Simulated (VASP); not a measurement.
Wanted: the native input for a VASP 6.6.1 run.

| Item | Value |
| --- | --- |
| Task | single point |
| Functional | LDA |
| Potentials or basis | VASP PAW LDA potentials, release 64 (Au) |
| Cutoff | 520 eV |
| k mesh | 13 × 9 × 1 |
| Occupations | fermi-dirac, width 0.05 eV |
| Spin | no spin polarisation |
| Dipole correction | yes |
| Further INCAR settings | ALGO = Normal; EDIFF = 1e-07; NBANDS = 36 |

The structure of Au lies in POSCAR:

```
Au
1.0
    2.8626073067      0.0000000000      0.0000000000
    0.0000000000      4.0483380768      0.0000000000
    0.0000000000      0.0000000000     21.7252000000
Au
5
Direct
    0.0000000000      0.0000000000      0.3682356294
    0.5000000000      0.5000000000      0.4341178145
    0.0000000000      0.0000000000      0.5000000000
    0.5000000000      0.5000000000      0.5658821855
    0.0000000000      0.0000000000      0.6317643706
```

The input as run:

INCAR

```
SYSTEM = Au
PREC = Accurate ; ENCUT = 520
EDIFF = 1E-7 ; ISMEAR = -1
SIGMA = 0.05 ; LREAL = .FALSE.
LASPH = .TRUE. ; NELM = 100
ALGO = Normal ; ISIF = 2
LWAVE = .FALSE. ; LCHARG = .TRUE.
LDIPOL = .TRUE. ; IDIPOL = 3
DIPOL = 0.5 0.5 0.500 ; LELF = .TRUE.
LVHAR = .TRUE. ; LVACPOTAV = .TRUE.
NBANDS = 36
```

KPOINTS

```
Automatic mesh
0
G
  13 9 1
  0 0 0
```

Potentials or basis: VASP PAW LDA potentials, release 64 (Au).

Command:

```console
$ cat potpaw_LDA.64/Au/POTCAR > POTCAR
$ mpirun -np 1 vasp_std > vasp.out
```

Results of the run:

```
Largest force          : 0.565 eV/Å
Band gap on the k mesh : zero (an odd number of electrons rules out a gap without spin polarisation)
```

Caveat: spin-orbit coupling is left out, which moves the levels of the heavy elements.

Run time: 4.4 min on 1 thread of AMD EPYC 9R45 96-Core Processor (Zen 5), with other jobs on the host, peak memory 0.37 GiB.
